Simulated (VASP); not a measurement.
Write the native input for VASP 6.6.1 that does the following.

| Item | Value |
| --- | --- |
| Task | single point |
| Functional | PBEsol |
| Potentials or basis | VASP PAW PBE potentials, release 64 (H, Si, Cl) |
| Cutoff | 520 eV |
| k mesh | 2 × 2 × 1 |
| Occupations | fermi-dirac, width 0.02 eV |
| Spin | no spin polarisation |
| Dipole correction | no |
| Further INCAR settings | LREAL = Auto; ALGO = Normal; EDIFF = 1e-06; NBANDS = 72 |

The structure of Si10H4Cl lies in POSCAR:

```
Si10H4Cl
1.0
    7.6791800000      0.0000000000      0.0000000000
    0.0000000000      7.6791800000      0.0000000000
    0.0000000000      0.0000000000     19.2555000000
H Si Cl
8 20 2
Direct
    0.4093920184      0.0000000000      0.0519332139
    0.0906079816      0.0000000000      0.0519332139
    0.9093920184      0.0000000000      0.0519332139
    0.5906079816      0.0000000000      0.0519332139
    0.4093920184      0.5000000000      0.0519332139
    0.0906079816      0.5000000000      0.0519332139
    0.9093920184      0.5000000000      0.0519332139
    0.5906079816      0.5000000000      0.0519332139
    0.2500000000      0.0000000000      0.0968814105
    0.7500000000      0.0000000000      0.0968814105
    0.2500000000      0.5000000000      0.0968814105
    0.7500000000      0.5000000000      0.0968814105
    0.2617922747      0.2510562326      0.1625933370
    0.7651191924      0.2484470998      0.1646849991
    0.2431146294      0.7509127277      0.1698469528
    0.7432038317      0.7494173857      0.1682182234
    0.0185935217      0.2512687553      0.2355494794
    0.5111056128      0.2513644686      0.2302245073
   -0.0115783196      0.7535443889      0.2417970450
    0.4940043078      0.7507218219      0.2409228532
   -0.0546563565      0.0049019557      0.3126302615
    0.4925742071      0.0130864233      0.3045884552
   -0.0161681325      0.4945538456      0.3079860300
    0.4971534721      0.4894621561      0.3062376983
    0.2163572152      0.1097704442      0.3377332710
    0.7155503582      0.0796207408      0.3892509153
    0.2387106436      0.4117558125      0.3642742593
    0.7389035027      0.3936128597      0.3708073537
    0.7499391862      0.5138112403      0.4678414479
    0.2563043190      0.4549045601      0.4702145361
```

The input as run:

INCAR

```
ALGO = Normal
EDIFF = 1E-6
ENCUT = 520
GGA = PS
ISIF = 2
ISMEAR = -1
LASPH = True
LCHARG = False
LREAL = Auto
LWAVE = False
NBANDS = 72
NELM = 100
PREC = Accurate
SIGMA = 0.02
```

KPOINTS

```
k-points
0
Gamma
  2 2 1
```

Potentials or basis: VASP PAW PBE potentials, release 64 (H, Si, Cl).

Command:

```bash
$ cat potpaw_PBE.64/H/POTCAR potpaw_PBE.64/Si/POTCAR potpaw_PBE.64/Cl/POTCAR > POTCAR
$ mpirun -np 1 vasp_std > vasp.out
```

It gave:

| Item | Value |
| --- | --- |
| Largest force | 0.532 eV/Å |
| Band gap on the k mesh | 0.45 eV (least direct gap 0.85 eV) |

Caveat: there is no dipole correction, which matters where the two faces differ; semilocal functionals underestimate gaps, and a narrow one can read as zero; the PAW data sets were made with another functional, which shifts forces and pressure a little.

Run time: 13 min on 1 thread of Oxide Virtual Turin-like Processor (shared host), peak memory 1 GiB.
